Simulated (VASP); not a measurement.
Input of a VASP 6.6.1 run:

The input INCAR:

```
ALGO = Normal
EDIFF = 1E-6
ENCUT = 500
GGA = PE
GGA_COMPAT = F
ISIF = 2
ISMEAR = 0
IVDW = 12
LASPH = T
LCHARG = F
LREAL = F
LWAVE = F
NBANDS = 42
NELM = 120
PREC = Accurate
SIGMA = 0.0292
```

KPOINTS

```
k-points
0
Gamma
  5 5 3
```

Contents of POSCAR:

```
AgSbPt5
1.0
    4.0738330000      0.0000000000      0.0000000000
    0.0000000000      4.0738330000      0.0000000000
    0.0000000000      0.0000000000      7.3499590000
Pt Sb Ag
5 1 1
Direct
    0.0000000000      0.5000000000      0.2793800000
    0.5000000000      0.0000000000      0.2793800000
    0.0000000000      0.5000000000      0.7206200000
    0.5000000000      0.0000000000      0.7206200000
    0.0000000000      0.0000000000      0.0000000000
    0.0000000000      0.0000000000      0.5000000000
    0.5000000000      0.5000000000      0.0000000000
```

Potentials or basis: VASP PAW PBE potentials, release 64 (Pt, Sb, Ag).

The run is started by

```console
$ cat potpaw_PBE.64/Pt/POTCAR potpaw_PBE.64/Sb/POTCAR potpaw_PBE.64/Ag/POTCAR > POTCAR
$ mpirun -np 1 vasp_std > vasp.out
```

Problem. Estimate the dispersion energy per atom.

Solution. -0.677 eV.

Problem. Predict the band gap on the k mesh.

Solution. Zero (bands 33 and 34 overlap by 0.55 eV).

Problem. Predict the largest force.

Solution. 0.970 eV/Å.

Problem. Predict the pressure.

Solution. -3.9 GPa.

Stress tensor (GPa, compression positive):
```
-5.53  0.00  0.00
 0.00 -5.53  0.00
 0.00  0.00 -0.56
```

Caveat: three body term missing; the cell stands under tension; spin-orbit coupling is left out, which moves the levels of the heavy elements.
